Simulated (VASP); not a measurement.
A run of VASP 6.6.1 is set up as follows.

INCAR

```
PREC = Accurate
ENCUT = 600
EDIFF = 1E-7
ISMEAR = 0
SIGMA = 0.1
LREAL = False
LASPH = True
NELM = 80
ALGO = Normal
ISIF = 3
LWAVE = False
LCHARG = False
GGA = PE
IVDW = 12
IBRION = 2
NSW = 100
EDIFFG = -0.01
```

KPOINTS

```
Automatic mesh
0
Gamma
  12 12 18
```

Contents of POSCAR:

```
PF2
1.0
    3.8736313658      0.0000000000      0.0000000000
   -1.9368156829      3.3546631677      0.0000000000
    0.0000000000      0.0000000000      2.4264091446
P F
1 2
Direct
    0.0000000000      0.0000000000      0.0000000000
    0.3333333333      0.6666666667      0.5000000000
    0.6666666667      0.3333333333      0.5000000000
```

Potentials or basis: VASP PAW PBE potentials, release 64 (P, F).

Run with:

```sh
$ cat potpaw_PBE.64/P/POTCAR potpaw_PBE.64/F/POTCAR > POTCAR
$ mpirun -np 1 vasp_std > vasp.out
```

**Question.** What does it give for the relaxed volume?

**Answer.** 10.44 Å³/atom.

**Question.** What does it give for the band gap on the k mesh?

**Answer.** Zero (an odd number of electrons rules out a gap without spin polarisation).

Stress tensor (GPa, compression positive):
```
-0.11  0.00  0.00
 0.00 -0.11  0.00
 0.00  0.00  0.00
```

Caveat: an odd number of electrons without spin polarisation forces a metal; a magnetic or distorted state may lie lower.
